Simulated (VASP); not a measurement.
Set up this calculation in VASP 6.6.1, as the native input.

* Task: single point
* Functional: PBE
* Potentials or basis: VASP PAW PBE potentials, release 64 (Ta_pv, Al, N)
* Cutoff: 520 eV
* k mesh: 4 × 4 × 4
* Occupations: gaussian, width 0.1 eV
* Spin: no spin polarisation
* Dipole correction: no
* Further INCAR settings: ALGO = Normal; EDIFF = 1e-06; NBANDS = 30

The structure of TaAl3N4 lies in POSCAR:

```
TaAl3N4
1.0
    4.7140467400      0.0000000000      0.0000000000
    0.0000000000      4.7140467400      0.0000000000
    0.0000000000      0.0000000000      4.7140467400
Ta Al N
1 3 4
Direct
    0.5000000000      0.5000000000      0.5000000000
    0.0000000000      0.5000000000      0.0000000000
    0.0000000000      0.0000000000      0.5000000000
    0.5000000000      0.0000000000      0.0000000000
    0.5000000000      0.0000000000      0.5000000000
    0.0000000000      0.0000000000      0.0000000000
    0.5000000000      0.5000000000      0.0000000000
    0.0000000000      0.5000000000      0.5000000000
```

These files were run (other wordings do the same):

INCAR

```
SYSTEM = TaAl3N4
PREC = Accurate ; ENCUT = 520
EDIFF = 1E-6 ; ISMEAR = 0
SIGMA = 0.1 ; LREAL = .False.
LASPH = .True. ; NELM = 60
ALGO = Normal ; ISIF = 2
LWAVE = .False. ; LCHARG = .False.
GGA = PE ; NBANDS = 30
```

KPOINTS

```
regular mesh
0
Gamma
  4 4 4
  0 0 0
```

Potentials or basis: VASP PAW PBE potentials, release 64 (Ta_pv, Al, N).

The run is started by

```sh
$ cat potpaw_PBE.64/Ta_pv/POTCAR potpaw_PBE.64/Al/POTCAR potpaw_PBE.64/N/POTCAR > POTCAR
$ mpirun -np 1 vasp_std > vasp.out
```

Results of the run:

```
Pressure               : -39.2 GPa
Band gap on the k mesh : zero (bands 20 and 21 overlap by 2.54 eV)
```

Caveat: the cell stands under tension; spin-orbit coupling is left out, which moves the levels of the heavy elements.

Run time: 87 s on 1 thread of Intel Xeon 8259CL, with other jobs on the host, peak memory 0.22 GiB.
